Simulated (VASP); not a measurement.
CdTe (rocksalt type), 2 atoms in the cell. The structure is cubic, space group Fm-3m (No. 225). Conventional cell: a = 5.684 Å, b = 5.684 Å, c = 5.684 Å, α = 90.00°, β = 90.00°, γ = 90.00°. Within 3.7 Å of Cd (site symmetry m-3m) lie 6 Te at 2.84 Å. Te (site symmetry m-3m) has 6 Cd at 2.84 Å within 3.7 Å. 

```yaml
Program: VASP 6.6.1
Task: single point
Functional: LDA
Potentials_or_basis: VASP PAW LDA potentials, release 64 (Cd, Te)
Cutoff: 520 eV
k_mesh: 13 × 13 × 13
Occupations: fermi-dirac, width 0.05 eV
Spin: no spin polarisation
Dipole_correction: no
Further_INCAR_settings: ALGO = Normal; EDIFF = 1e-07; NBANDS = 16
```

Potentials or basis: VASP PAW LDA potentials, release 64 (Cd, Te).

Command:

```bash
$ cat potpaw_LDA.64/Cd/POTCAR potpaw_LDA.64/Te/POTCAR > POTCAR
$ mpirun -np 1 vasp_std > vasp.out
```

Hardware: 1 thread of Intel Xeon 8259CL, with other jobs on the host.

**Question.** How long does it take, and how much memory?

**Answer.** It took 83 s on 1 thread of Intel Xeon 8259CL, with other jobs on the host, peak memory 0.2 GiB. Counts: scf iterations 13, k points 84.
